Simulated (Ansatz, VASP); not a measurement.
# Two plane-wave programs on GaN

File INCAR:

```
SYSTEM = GaN
PREC = Accurate
ENCUT = 520
EDIFF = 1E-6
ISMEAR = 0
SIGMA = 0.05
LREAL = .False.
LASPH = .True.
NELM = 100
ALGO = Normal
ISIF = 2
LWAVE = .False.
LCHARG = .False.
LDIPOL = .True.
IDIPOL = 3
DIPOL = 0.5 0.5 0.500
GGA = PE
NBANDS = 56
```

File KPOINTS:

```
regular mesh
0
Gamma
  9 9 1
  0 0 0
```

File POSCAR:

```
GaN
1.0
    3.2162589223      0.0000000000      0.0000000000
   -1.6081294611      2.7853619318      0.0000000000
    0.0000000000      0.0000000000     16.1607737570
N Ga
5 5
Direct
    0.0000000000      0.0000000000      0.1546955633
    0.3333333333      0.6666666667      0.3171917688
    0.6666666667      0.3333333333      0.4796879743
    0.0000000000      0.0000000000      0.6421841798
    0.3333333333      0.6666666667      0.8046803853
    0.3333333333      0.6666666667      0.1953196147
    0.6666666667      0.3333333333      0.3578158202
    0.0000000000      0.0000000000      0.5203120257
    0.3333333333      0.6666666667      0.6828082312
    0.6666666667      0.3333333333      0.8453044367
```

Input for Ansatz:

```yaml
crystal:
  lattice:
    - [3.2162589223, 0.0, 0.0]
    - [-1.6081294611, 2.7853619318, 0.0]
    - [0.0, 0.0, 16.160773757]
  atoms:
    - { symbol: "N", position: [0.0, 0.0, 0.1546955633] }
    - { symbol: Ga, position: [0.3333333333, 0.6666666667, 0.1953196147] }
    - { symbol: "N", position: [0.3333333333, 0.6666666667, 0.3171917688] }
    - { symbol: Ga, position: [0.6666666667, 0.3333333333, 0.3578158202] }
    - { symbol: "N", position: [0.6666666667, 0.3333333333, 0.4796879743] }
    - { symbol: Ga, position: [0.0, 0.0, 0.5203120257] }
    - { symbol: "N", position: [0.0, 0.0, 0.6421841798] }
    - { symbol: Ga, position: [0.3333333333, 0.6666666667, 0.6828082312] }
    - { symbol: "N", position: [0.3333333333, 0.6666666667, 0.8046803853] }
    - { symbol: Ga, position: [0.6666666667, 0.3333333333, 0.8453044367] }
basis:
  ecutwfc: 420
kpoints:
  mp_grid: { grid: [9, 9, 1] }
hamiltonian:
  xc: pbe
scf:
  occupations: { method: gaussian, width: 0.05 }
output:
  forces: true
  stress: true
  eigenvalues: true
efield:
  axis: 3
  dipole_correction: true
  ramp_width: 0.04
```

Alike in both runs: task single point; functional PBE; k mesh 9 × 9 × 1; occupations gaussian, width 0.05 eV; no spin polarisation.

|  | VASP | Ansatz |
| --- | --- | --- |
| version | VASP 6.6.1 | Ansatz 0.2.0 |
| potentials or method | VASP PAW PBE potentials, release 64 (N, Ga_d), cutoff 520 eV | scalar-relativistic, plane waves, PAW |
| valence electrons in the cell | 90 | 90 |

|  | VASP | Ansatz | Ansatz less VASP |
| --- | --- | --- | --- |
| gap on the k mesh at the Fermi level (eV) | none | none | - |
| rms of the force components (eV/Å) | 0.554 | 0.556 | +0.0019 |

A gap of «none» marks a metal or a gap that the smearing closes. With one functional, cell and mesh, what is left measures potentials, basis and numerics. Ansatz's warnings: net force over tolerance, vacuum below fermi, vacuum density over bound.
